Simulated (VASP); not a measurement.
# ZnO (P6_3mc) in VASP: notebook

The runs below take ZnO through single point, with LDA.

All numbers are computed with VASP 6.6.1; they aren't measurements. Logs are shortened: lines on timing, memory, paths and dates and some standing lists are left out, and cuts for length are marked.

**Experimental background.**

From “Electronic structure of alkaline earth and post-transition metal oxides”, 2009, arxiv:0908.1581, for a bulk crystal of ZnO: band gap 3.37 eV.

The runs below are set against these values where they give the same quantity.

## 1. The cell of the first run

It takes space group P6_3mc (No. 186, hexagonal). The conventional cell has a = 3.187 Å, b = 3.187 Å, c = 5.152 Å, α = 90.00°, β = 90.00°, γ = 120.00°. Zn (site symmetry 3m) has 4 O at 1.94 to 1.95 Å within 2.6 Å. Within 2.6 Å of O (site symmetry 3m) lie 4 Zn at 1.94 to 1.95 Å.

## 2. Single point, LDA

Contents of INCAR:

```
PREC = Accurate
ENCUT = 520
EDIFF = 1E-6
ISMEAR = 0
SIGMA = 0.02
LREAL = F
LASPH = T
NELM = 60
ALGO = Normal
ISIF = 2
LWAVE = F
LCHARG = F
GGA = CA
NBANDS = 26
```

Contents of KPOINTS:

```
regular mesh
0
Gamma
  12 12 6
```

Contents of POSCAR:

```
ZnO
1.0
    3.1872337797      0.0000000000      0.0000000000
   -1.5936168898      2.7602254210      0.0000000000
    0.0000000000      0.0000000000      5.1520568525
Zn O
2 2
Direct
    0.3333333333      0.6666666667      0.0018162165
    0.6666666667      0.3333333333      0.5018162165
    0.3333333333      0.6666666667      0.3802837835
    0.6666666667      0.3333333333      0.8802837835
```

Potentials or basis: VASP PAW LDA potentials, release 64 (Zn, O).

The run is started by

```sh
> cat potpaw_LDA.64/Zn/POTCAR potpaw_LDA.64/O/POTCAR > POTCAR
> mpirun -np 1 vasp_std > vasp.out
```

OUTCAR:

```text
PREC = Accurate
   ENCUT = 520
   EDIFF = 1E-6
   ISMEAR = 0
   LREAL = F
   LASPH = T
   NELM = 60
   ISIF = 2
   GGA = CA

 ion  position               nearest neighbor table
   1  0.333  0.667  0.002-   4 1.94   4 1.94   4 1.94   3 1.95
   2  0.667  0.333  0.502-   3 1.94   3 1.94   3 1.94   4 1.95
   3  0.333  0.667  0.380-   2 1.94   2 1.94   2 1.94   1 1.95
   4  0.667  0.333  0.880-   1 1.94   1 1.94   1 1.94   2 1.95

  LATTYP: Found a hexagonal cell.
 ALAT       =     3.1872337797
 C/A-ratio  =     1.6164665690

  Lattice vectors:

 A1 = (   3.1872337797,   0.0000000000,   0.0000000000)
 A2 = (  -1.5936168898,   2.7602254210,   0.0000000000)
 A3 = (   0.0000000000,   0.0000000000,   5.1520568525)

Analysis of symmetry for initial positions (statically):
=====================================================================
 Subroutine PRICEL returns:
 Original cell was already a primitive cell.

 Routine SETGRP: Setting up the symmetry group for a
 hexagonal supercell.

 Subroutine GETGRP returns: Found 12 space group operations
 (whereof  6 operations were pure point group operations)
 out of a pool of 24 trial point group operations.

The static configuration has the point symmetry C_3v.
 The point group associated with its full space group is C_6v.

Analysis of symmetry for dynamics (positions and initial velocities):
=====================================================================
 Subroutine PRICEL returns:
 Original cell was already a primitive cell.

 Routine SETGRP: Setting up the symmetry group for a
 hexagonal supercell.

 Subroutine GETGRP returns: Found 12 space group operations
 (whereof  6 operations were pure point group operations)
 out of a pool of 24 trial point group operations.

The dynamic configuration has the point symmetry C_3v.
 The point group associated with its full space group is C_6v.

 Subroutine INISYM returns: Found 12 space group operations
 (whereof  6 operations are pure point group operations),
 and found     1 'primitive' translations

----------------------------------------------------------------------------------------

                                     Primitive cell

  volume of cell :      45.3251

  direct lattice vectors                    reciprocal lattice vectors
     3.187233780  0.000000000  0.000000000     0.313751695  0.181144625  0.000000000
    -1.593616890  2.760225421  0.000000000     0.000000000  0.362289251  0.000000000
     0.000000000  0.000000000  5.152056853     0.000000000  0.000000000  0.194097237

[... 88 lines left out ...]
   LREAL  =      F    real-space projection
   EDIFFG = 0.1E-04   stopping-criterion for IOM
   NSW    =      0    number of steps for IOM
   IBRION =     -1    ionic relax: 0-MD 1-quasi-New 2-CG
   NFREE  =      0    steps in history (QN), initial steepest desc. (CG)
   ISIF   =      2    stress and relaxation
   ISYM   =      2    0-nonsym 1-usesym 2-fastsym
   POTIM  = 0.5000    time-step for ionic-motion
   TEBEG  =    0.0;   TEEND  =   0.0 temperature during run
   PSTRESS=    0.0 pullay stress
   NELECT =      36.0000    total number of electrons
   NUPDOWN=      -1.0000    fix difference up-down
   EMIN   =  10.00;   EMAX   =-10.00  energy-range for DOS
   EFERMI =   0.00;   METHOD = LEGACY
   ISMEAR =     0;   SIGMA  =   0.02  broadening in eV -4-tet -1-fermi 0-gaus
   EFERMI_NEDOS =   21; number of points for ismear=-14 and -15
   IALGO  =     38    algorithm
   IMIX   =      4    mixing-type and parameters
     AMIX     =   0.40;   BMIX     =  1.00
     AMIX_MAG =   1.60;   BMIX_MAG =  1.00
  volume/ion in A,a.u.               =      11.33        76.47
  Fermi-wavevector in a.u.,A,eV,Ry     =   1.516105  2.865023 31.274005  2.298574
  Thomas-Fermi vector in A             =   2.625539
   LORBIT       =      0    0 simple, 1 ext, 2 COOP (PROOUT), +10 PAW based schemes
   GGA     = CA    functional components
   LHFCALC =     F    Hartree Fock is set to
   AEXX    =    0.0000 exact exchange contribution
   IVDW    =     0    specifies the selected vdW correction
   LEPSILON=     F    determine dielectric tensor
   LRPA    =     F    only Hartree local field effects (RPA)
 non-spin polarized calculation
 Gauss-broadening in eV      SIGMA  =   0.02
  energy-cutoff  :      520.00
  volume of cell :       45.33
 maximum number of plane-waves:      1237
 NGX is ok and might be reduce to    24
   NGX = 11   NGY = 11   NGZ = 19

 number of electron      35.9999983 magnetization

 Free energy of the ion-electron system (eV)
  ---------------------------------------------------
  ext. energy  EPLUGINS =         0.00000000
  ---------------------------------------------------
  free energy    TOTEN  =       -21.15681579 eV

  energy without entropy =      -21.15681579  energy(sigma->0) =      -21.15681579

 E-fermi :   1.4868     XC(G=0): -11.7256

 val. band max:        1.3519317559   @ k =   0.0000   0.0000   0.0000
 cond. band min:       2.1607242218   @ k =   0.0000   0.0000   0.0000
 fundamental gap:      0.8087924659
 Fermi energy:         1.4868332835

 k-point     1 :       0.0000    0.0000    0.0000
  band No.  band energies     occupation
      1     -16.8726      2.00000
      2     -16.0294      2.00000
      3      -4.7727      2.00000
      4      -4.6808      2.00000
      5      -4.6808      2.00000
      6      -4.6418      2.00000
[... 685 lines left out ...]
     25      14.8635      0.00000
     26      15.5416      0.00000

 [... further k-points ...]

------------------------ aborting loop because EDIFF is reached ----------------------------------------

  FORCE on cell =-STRESS in cart. coord.  units (eV):
  Direction    XX          YY          ZZ          XY          YZ          ZX
  --------------------------------------------------------------------------------------
  -------------------------------------------------------------------------------------
  Total        0.3200274      0.3200274      0.3183129      0.0000000      0.0000000      0.0000000
  in kB       11.3124993     11.3124993     11.2518971      0.0000000      0.0000000      0.0000000
  external PRESSURE =      11.2922986 kB  Pullay stress =       0.0000000 kB

 VOLUME and BASIS-vectors are now :
 -----------------------------------------------------------------------------
  energy-cutoff  :      520.00
  volume of cell :       45.33
      direct lattice vectors                 reciprocal lattice vectors
     3.187233780  0.000000000  0.000000000     0.313751695  0.181144625  0.000000000
    -1.593616890  2.760225421  0.000000000     0.000000000  0.362289251  0.000000000
     0.000000000  0.000000000  5.152056853     0.000000000  0.000000000  0.194097237

 POSITION                                       TOTAL-FORCE (eV/Angst)
 -----------------------------------------------------------------------------------
     -0.00000      1.84015      0.00936         0.000000     -0.000000      0.001979
      1.59362      0.92008      2.58539         0.000000      0.000000      0.001979
     -0.00000      1.84015      1.95924        -0.000000      0.000000     -0.001979
      1.59362      0.92008      4.53527         0.000000      0.000000     -0.001979
 -----------------------------------------------------------------------------------
    total drift:                                0.000000      0.000001      0.000350

  FREE ENERGIE OF THE ION-ELECTRON SYSTEM (eV)
  ---------------------------------------------------
  free  energy   TOTEN  =       -21.1568157895 eV

  energy  without entropy=      -21.1568157895  energy(sigma->0) =      -21.15681579
```

OSZICAR:

```text
N       E                     dE             d eps       ncg     rms          rms(c)
DAV:   1     0.288239421471E+03    0.28824E+03   -0.18345E+04  4056   0.206E+03
DAV:   2     0.634875517083E+01   -0.28189E+03   -0.26521E+03  4084   0.412E+02
DAV:   3    -0.236604071225E+02   -0.30009E+02   -0.29596E+02  4430   0.138E+02
DAV:   4    -0.242333290412E+02   -0.57292E+00   -0.57167E+00  4394   0.192E+01
DAV:   5    -0.242361188234E+02   -0.27898E-02   -0.27897E-02  4314   0.141E+00    0.156E+01
DAV:   6    -0.210554961471E+02    0.31806E+01   -0.59766E+00  6246   0.606E+01    0.999E+00
DAV:   7    -0.212221681676E+02   -0.16667E+00   -0.27175E+00  4062   0.164E+01    0.585E+00
DAV:   8    -0.212066896564E+02    0.15479E-01   -0.54936E-01  5280   0.712E+00    0.166E+00
DAV:   9    -0.211546713950E+02    0.52018E-01   -0.10313E-01  5756   0.664E+00    0.322E-01
DAV:  10    -0.211568651914E+02   -0.21938E-02   -0.35471E-02  4024   0.132E+00    0.897E-02
DAV:  11    -0.211568161504E+02    0.49041E-04   -0.41817E-04  4906   0.309E-01    0.227E-02
DAV:  12    -0.211568151029E+02    0.10474E-05   -0.72966E-05  4820   0.272E-01    0.786E-03
DAV:  13    -0.211568157895E+02   -0.68660E-06   -0.80540E-06  5064   0.842E-02
   1 F= -.21156816E+02 E0= -.21156816E+02  d E =-.455192E-24
```

Run time: 72 s. Hardware: 1 thread of AMD EPYC 7R43 (Zen 3), shared host; peak memory 0.16 GiB.

What came out:

| Quantity | Value |
| --- | --- |
| Free energy | -21.1568 eV |
| Pressure | 1.1 GPa |
| Band gap on the k mesh | 0.81 eV, direct |

## 3. Single point, LDA

Contents of INCAR:

```
ALGO = Normal ; EDIFF = 1E-6
ENCUT = 520 ; GGA = CA
ISIF = 2 ; ISMEAR = 0
LASPH = True ; LCHARG = True
LELF = True ; LREAL = False
LVHAR = True ; LWAVE = False
NBANDS = 26 ; NELM = 60
PREC = Accurate ; SIGMA = 0.05
```

Contents of KPOINTS:

```
k-points
0
Gamma
  12 12 6
```

POSCAR is that of step 2.

Potentials or basis: VASP PAW LDA potentials, release 64 (Zn, O).

The run is started by

```sh
> cat potpaw_LDA.64/Zn/POTCAR potpaw_LDA.64/O/POTCAR > POTCAR
> mpirun -np 1 vasp_std > vasp.out
```

OUTCAR:

```text
EDIFF = 1E-6
   ENCUT = 520
   GGA = CA
   ISIF = 2
   ISMEAR = 0
   LASPH = True
   LREAL = False
   NELM = 60
   PREC = Accurate

 ion  position               nearest neighbor table
   1  0.333  0.667  0.002-   4 1.94   4 1.94   4 1.94   3 1.95
   2  0.667  0.333  0.502-   3 1.94   3 1.94   3 1.94   4 1.95
   3  0.333  0.667  0.380-   2 1.94   2 1.94   2 1.94   1 1.95
   4  0.667  0.333  0.880-   1 1.94   1 1.94   1 1.94   2 1.95

  LATTYP: Found a hexagonal cell.
 ALAT       =     3.1872337797
 C/A-ratio  =     1.6164665690

  Lattice vectors:

 A1 = (   3.1872337797,   0.0000000000,   0.0000000000)
 A2 = (  -1.5936168898,   2.7602254210,   0.0000000000)
 A3 = (   0.0000000000,   0.0000000000,   5.1520568525)

Analysis of symmetry for initial positions (statically):
=====================================================================
 Subroutine PRICEL returns:
 Original cell was already a primitive cell.

 Routine SETGRP: Setting up the symmetry group for a
 hexagonal supercell.

 Subroutine GETGRP returns: Found 12 space group operations
[... 169 lines left out ...]

  energy without entropy =      -21.15681579  energy(sigma->0) =      -21.15681579

 E-fermi :   1.6035     XC(G=0): -11.7256

 val. band max:        1.3519317559   @ k =   0.0000   0.0000   0.0000
 cond. band min:       2.1607242218   @ k =   0.0000   0.0000   0.0000
 fundamental gap:      0.8087924659
 Fermi energy:         1.6035339015

 k-point     1 :       0.0000    0.0000    0.0000
  band No.  band energies     occupation
      1     -16.8726      2.00000
      2     -16.0294      2.00000
      3      -4.7727      2.00000
      4      -4.6808      2.00000
      5      -4.6808      2.00000
      6      -4.6418      2.00000
[... 685 lines left out ...]
     25      14.8635      0.00000
     26      15.5416      0.00000

 [... further k-points ...]

------------------------ aborting loop because EDIFF is reached ----------------------------------------

  FORCE on cell =-STRESS in cart. coord.  units (eV):
  Direction    XX          YY          ZZ          XY          YZ          ZX
  --------------------------------------------------------------------------------------
  -------------------------------------------------------------------------------------
  Total        0.3200274      0.3200274      0.3183129      0.0000000     -0.0000000      0.0000000
  in kB       11.3124998     11.3124998     11.2518970      0.0000000     -0.0000000      0.0000000
  external PRESSURE =      11.2922988 kB  Pullay stress =       0.0000000 kB

 VOLUME and BASIS-vectors are now :
 -----------------------------------------------------------------------------
  energy-cutoff  :      520.00
  volume of cell :       45.33
      direct lattice vectors                 reciprocal lattice vectors
     3.187233780  0.000000000  0.000000000     0.313751695  0.181144625  0.000000000
    -1.593616890  2.760225421  0.000000000     0.000000000  0.362289251  0.000000000
     0.000000000  0.000000000  5.152056853     0.000000000  0.000000000  0.194097237

 POSITION                                       TOTAL-FORCE (eV/Angst)
 -----------------------------------------------------------------------------------
     -0.00000      1.84015      0.00936        -0.000000      0.000000      0.001979
      1.59362      0.92008      2.58539         0.000000      0.000000      0.001979
     -0.00000      1.84015      1.95924        -0.000000      0.000000     -0.001979
      1.59362      0.92008      4.53527         0.000000      0.000000     -0.001979
 -----------------------------------------------------------------------------------
    total drift:                                0.000000      0.000001      0.000350

  FREE ENERGIE OF THE ION-ELECTRON SYSTEM (eV)
  ---------------------------------------------------
  free  energy   TOTEN  =       -21.1568157895 eV

  energy  without entropy=      -21.1568157895  energy(sigma->0) =      -21.15681579
```

stdout:

```text
POSCAR found type information on POSCAR ZnO
 POSCAR found :  2 types and       4 ions
 scaLAPACK will be used
 LDA part: xc-table for (Slater(with rela. corr.)+CA(PZ))
 , standard interpolation
 POSCAR, INCAR and KPOINTS ok, starting setup
 FFT: planning ... GRIDC
 FFT: planning ... GRID_SOFT
 FFT: planning ... GRID
 WAVECAR not read
 entering main loop
```

It took 74 s on 1 thread of AMD EPYC 7R43 (Zen 3), shared host; peak memory 0.15 GiB.

What came out:

```
Free energy            : -21.1568 eV
Pressure               : 1.1 GPa
Band gap on the k mesh : 0.81 eV, direct
```

## 4. Comparison with measurements

Step 2. A measured gap of ZnO is 3.37 eV (quoted in “Electronic structure of alkaline earth and post-transition metal oxides”, 2009, arxiv:0908.1581); the calculated 0.81 eV misses it by -2.56 eV. So large a miss can be the level of theory's own, or it may mean another phase, state or a wrong row. The value is that of LDA, without temperature or zero-point motion. Semilocal functionals fall short of measured gaps as a rule.

Step 3. Against the measured gap of ZnO, 3.37 eV (quoted in “Electronic structure of alkaline earth and post-transition metal oxides”, 2009, arxiv:0908.1581), the calculated 0.81 eV is off by -2.56 eV. So large a miss can be the level of theory's own, or it may mean another phase, state or a wrong row. The value is that of LDA, without temperature or zero-point motion. Semilocal functionals fall short of measured gaps as a rule.
